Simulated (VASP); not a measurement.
Set up this calculation in VASP 6.6.1, as the native input.

```yaml
Task: single point
Functional: LDA
Potentials_or_basis: VASP PAW LDA potentials, release 64 (Os_sv_GW)
Cutoff: 560 eV
k_mesh: 10 × 10 × 6
Occupations: fermi-dirac, width 0.1 eV
Spin: no spin polarisation
Dipole_correction: no
Further_INCAR_settings: ALGO = Normal; EDIFF = 1e-06; NBANDS = 23
```

The structure of Os lies in POSCAR:

```
Os
1.0
    2.7160154484      0.0000000000      0.0000000000
   -1.3580077242      2.3521383753      0.0000000000
    0.0000000000      0.0000000000      4.2911276370
Os
2
Direct
    0.3333333333      0.6666666667      0.2500000000
    0.6666666667      0.3333333333      0.7500000000
```

One way to write it, as run:

INCAR

```
  ALGO = Normal
  EDIFF = 1E-6
  ENCUT = 560
  GGA_COMPAT = F
  ISIF = 2
  ISMEAR = -1
  LASPH = T
  LCHARG = T
  LELF = T
  LREAL = F
  LVHAR = T
  LWAVE = F
  NBANDS = 23
  NELM = 120
  PREC = Accurate
  SIGMA = 0.1
```

KPOINTS

```
k-points
0
Gamma
  10 10 6
```

Potentials or basis: VASP PAW LDA potentials, release 64 (Os_sv_GW).

Run with:

```console
$ cat potpaw_LDA.64/Os_sv_GW/POTCAR > POTCAR
$ mpirun -np 1 vasp_std > vasp.out
```

Results of the run:

The pressure is 0.5 GPa. The band gap on the k mesh is zero (bands 16 and 17 overlap by 4.03 eV).

Caveat: spin-orbit coupling is left out, which moves the levels of the heavy elements.

Wall time 39 s on 1 thread of Intel(R) Xeon(R) Platinum 8375C CPU @ 2.90GHz (Ice Lake), with other jobs on the host, peak memory 0.16 GiB.
